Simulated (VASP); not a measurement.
# Si4BW (P6/mmm) in VASP: further runs, part 2 of 3

VASP 6.6.1. Earlier steps stand in the parts before.

## Step 4: Single point, PBE

This run uses another cell than the first one, of 13.38 Å³/atom.

Contents of INCAR:

```
ALGO     = Normal         # electronic algorithm
EDIFF    = 1E-7           # SCF threshold, eV
ENCUT    = 520            # plane-wave cutoff, eV
GGA      = PE             # functional
ISIF     = 2              # what is computed and relaxed
ISMEAR   = 0              # smearing method
LASPH    = True           # aspherical terms in the spheres
LCHARG   = False          # write CHGCAR
LREAL    = False          # projectors in reciprocal space
LWAVE    = False          # write WAVECAR
NBANDS   = 26             # bands
NELM     = 60             # most SCF steps
PREC     = Accurate       # precision mode
SIGMA    = 0.1            # smearing width, eV
```

Contents of KPOINTS:

```
k-points
0
Gamma
  6 6 4
```

Contents of POSCAR:

```
Si4BW
1.0
    4.4517987336      0.0000000000      0.0000000000
   -2.2258993668      3.8553707958      0.0000000000
    0.0000000000      0.0000000000      4.6789509970
Si B W
4 1 1
Direct
    0.3333333333      0.6666666667      0.2491444975
    0.3333333333      0.6666666667      0.7508555025
    0.6666666667      0.3333333333      0.7508555025
    0.6666666667      0.3333333333      0.2491444975
    0.0000000000      0.0000000000      0.5000000000
    0.0000000000      0.0000000000      0.0000000000
```

Potentials or basis: VASP PAW PBE potentials, release 64 (Si, B, W_sv).

The run is started by

```sh
$ cat potpaw_PBE.64/Si/POTCAR potpaw_PBE.64/B/POTCAR potpaw_PBE.64/W_sv/POTCAR > POTCAR
$ mpirun -np 1 vasp_std > vasp.out
```

OUTCAR:

```text
EDIFF = 1E-7
   ENCUT = 520
   GGA = PE
   ISIF = 2
   ISMEAR = 0
   LASPH = True
   LREAL = False
   NELM = 60
   PREC = Accurate

 ion  position               nearest neighbor table
   1  0.333  0.667  0.249-   2 2.33   2 2.35   4 2.57   4 2.57   4 2.57   6 2.82   6 2.82   6 2.82

   2  0.333  0.667  0.751-   1 2.33   1 2.35   3 2.57   3 2.57   3 2.57   6 2.82   6 2.82   6 2.82

   3  0.667  0.333  0.751-   4 2.33   4 2.35   2 2.57   2 2.57   2 2.57   6 2.82   6 2.82   6 2.82

   4  0.667  0.333  0.249-   3 2.33   3 2.35   1 2.57   1 2.57   1 2.57   6 2.82   6 2.82   6 2.82

   5  0.000  0.000  0.500-   6 2.34   6 2.34
   6  0.000  0.000  0.000-   5 2.34   5 2.34   3 2.82   4 2.82   1 2.82   2 2.82   1 2.82   2 2.82
                             3 2.82   4 2.82   3 2.82   4 2.82   1 2.82   2 2.82

  LATTYP: Found a hexagonal cell.
 ALAT       =     4.4517987336
 C/A-ratio  =     1.0510248277

  Lattice vectors:

 A1 = (   4.4517987336,   0.0000000000,   0.0000000000)
 A2 = (  -2.2258993668,   3.8553707958,   0.0000000000)
 A3 = (   0.0000000000,   0.0000000000,   4.6789509970)

Analysis of symmetry for initial positions (statically):
=====================================================================
 Subroutine PRICEL returns:
 Original cell was already a primitive cell.

 Routine SETGRP: Setting up the symmetry group for a
 hexagonal supercell.

 Subroutine GETGRP returns: Found 24 space group operations
 (whereof 24 operations were pure point group operations)
 out of a pool of 24 trial point group operations.

The static configuration has the point symmetry D_6h.

Analysis of symmetry for dynamics (positions and initial velocities):
=====================================================================
 Subroutine PRICEL returns:
[... 130 lines left out ...]
   IALGO  =     38    algorithm
   IMIX   =      4    mixing-type and parameters
     AMIX     =   0.40;   BMIX     =  1.00
     AMIX_MAG =   1.60;   BMIX_MAG =  1.00
  volume/ion in A,a.u.               =      13.38        90.32
  Fermi-wavevector in a.u.,A,eV,Ry     =   1.217109  2.300002 20.155044  1.481354
  Thomas-Fermi vector in A             =   2.352440
   LORBIT       =      0    0 simple, 1 ext, 2 COOP (PROOUT), +10 PAW based schemes
   GGA     = PE    functional components
   LHFCALC =     F    Hartree Fock is set to
   AEXX    =    0.0000 exact exchange contribution
   IVDW    =     0    specifies the selected vdW correction
   LEPSILON=     F    determine dielectric tensor
   LRPA    =     F    only Hartree local field effects (RPA)
 non-spin polarized calculation
 Gauss-broadening in eV      SIGMA  =   0.10
  energy-cutoff  :      520.00
  volume of cell :       80.31
 maximum number of plane-waves:      2190
 NGX is ok and might be reduce to    36
   NGX = 17   NGY = 17   NGZ = 17

 number of electron      33.0000001 magnetization

 Free energy of the ion-electron system (eV)
  ---------------------------------------------------
  ext. energy  EPLUGINS =         0.00000000
  ---------------------------------------------------
  free energy    TOTEN  =       -37.93762201 eV

  energy without entropy =      -37.92780734  energy(sigma->0) =      -37.93271467

 E-fermi :  10.2724     XC(G=0): -11.7695

 val. band max:       10.2339484574   @ k =   0.3333   0.0000   0.2500
 cond. band min:      10.3106010040   @ k =   0.3333   0.0000   0.5000
 fundamental gap:      0.0766525466
 Fermi energy:        10.2724170737

 k-point     1 :       0.0000    0.0000    0.0000
  band No.  band energies     occupation
      1     -64.0657      2.00000
      2     -28.2779      2.00000
      3     -28.2779      2.00000
      4     -28.2709      2.00000
      5      -3.9170      2.00000
      6       1.9747      2.00000
[... 598 lines left out ...]
     25      15.0317      0.00000
     26      16.7176      0.00000

------------------------ aborting loop because EDIFF is reached ----------------------------------------

  FORCE on cell =-STRESS in cart. coord.  units (eV):
  Direction    XX          YY          ZZ          XY          YZ          ZX
  --------------------------------------------------------------------------------------
  -------------------------------------------------------------------------------------
  Total       -0.0513683     -0.0513683     -0.0178170     -0.0000000      0.0000000      0.0000000
  in kB       -1.0248397     -1.0248397     -0.3554635     -0.0000000      0.0000000      0.0000000
  external PRESSURE =      -0.8017143 kB  Pullay stress =       0.0000000 kB

 VOLUME and BASIS-vectors are now :
 -----------------------------------------------------------------------------
  energy-cutoff  :      520.00
  volume of cell :       80.31
      direct lattice vectors                 reciprocal lattice vectors
     4.451798734  0.000000000  0.000000000     0.224628304  0.129689212  0.000000000
    -2.225899367  3.855370796  0.000000000     0.000000000  0.259378424  0.000000000
     0.000000000  0.000000000  4.678950997     0.000000000  0.000000000  0.213723119

 POSITION                                       TOTAL-FORCE (eV/Angst)
 -----------------------------------------------------------------------------------
     -0.00000      2.57025      1.16573        -0.000000     -0.000000      0.013822
     -0.00000      2.57025      3.51322        -0.000000      0.000000     -0.013822
      2.22590      1.28512      3.51322         0.000000      0.000000     -0.013822
      2.22590      1.28512      1.16573         0.000000     -0.000000      0.013822
      0.00000      0.00000      2.33948        -0.000000     -0.000000      0.000000
      0.00000      0.00000      0.00000        -0.000000     -0.000000      0.000000
 -----------------------------------------------------------------------------------
    total drift:                                0.000000     -0.000000     -0.000000

  FREE ENERGIE OF THE ION-ELECTRON SYSTEM (eV)
  ---------------------------------------------------
  free  energy   TOTEN  =       -37.9376220070 eV

  energy  without entropy=      -37.9278073394  energy(sigma->0) =      -37.93271467
```

OSZICAR:

```text
N       E                     dE             d eps       ncg     rms          rms(c)
DAV:   1     0.177761486564E+03    0.17776E+03   -0.14442E+04  1092   0.119E+03
DAV:   2    -0.309575323165E+02   -0.20872E+03   -0.19810E+03  1276   0.295E+02
DAV:   3    -0.394577201870E+02   -0.85002E+01   -0.82015E+01  1432   0.535E+01
DAV:   4    -0.395753402790E+02   -0.11762E+00   -0.11724E+00  1318   0.662E+00
DAV:   5    -0.395769454694E+02   -0.16052E-02   -0.16046E-02  1390   0.800E-01    0.218E+01
DAV:   6    -0.384349504391E+02    0.11420E+01   -0.78357E+00  1234   0.170E+01    0.645E+00
DAV:   7    -0.380428304719E+02    0.39212E+00   -0.24092E+00  1258   0.894E+00    0.615E+00
DAV:   8    -0.379395283659E+02    0.10330E+00   -0.24802E-01  1276   0.339E+00    0.735E-01
DAV:   9    -0.379379707139E+02    0.15577E-02   -0.14137E-02  1346   0.656E-01    0.323E-01
DAV:  10    -0.379376579657E+02    0.31275E-03   -0.15940E-03  1320   0.268E-01    0.972E-02
DAV:  11    -0.379376345095E+02    0.23456E-04   -0.39094E-04  1320   0.118E-01    0.738E-02
DAV:  12    -0.379376219267E+02    0.12583E-04   -0.54118E-05  1280   0.529E-02    0.152E-02
DAV:  13    -0.379376228091E+02   -0.88238E-06   -0.39033E-06  1288   0.115E-02    0.136E-02
DAV:  14    -0.379376219902E+02    0.81887E-06   -0.18832E-06  1312   0.954E-03    0.115E-03
DAV:  15    -0.379376220070E+02   -0.16786E-07   -0.10601E-07   664   0.187E-03
   1 F= -.37937622E+02 E0= -.37932715E+02  d E =-.981467E-02
```

stdout:

```text
POSCAR found type information on POSCAR SiB W
 POSCAR found :  3 types and       6 ions
 scaLAPACK will be used
 LDA part: xc-table for (Slater+PW92), standard interpolation
 POSCAR, INCAR and KPOINTS ok, starting setup
 FFT: planning ... GRIDC
 FFT: planning ... GRID_SOFT
 FFT: planning ... GRID
 WAVECAR not read
 entering main loop
```

Wall time 27 s (1 thread of Intel Xeon 6975P-C (Granite Rapids), shared host); peak memory 0.22 GiB.

What came out:

| Quantity | Value |
| --- | --- |
| Free energy | -37.9376 eV |
| Pressure | -0.1 GPa |
| Largest force | 0.014 eV/Å |
| Band gap on the k mesh | zero (an odd number of electrons rules out a gap without spin polarisation) |

Forces on the atoms (eV/Å):
```
Si   0.000  0.000  0.014
Si   0.000  0.000 -0.014
Si   0.000  0.000 -0.014
Si   0.000  0.000  0.014
B    0.000  0.000  0.000
W    0.000  0.000  0.000
```

Caveat: spin-orbit coupling is left out, which moves the levels of the heavy elements.

(Part 2 of 3 ends here.)
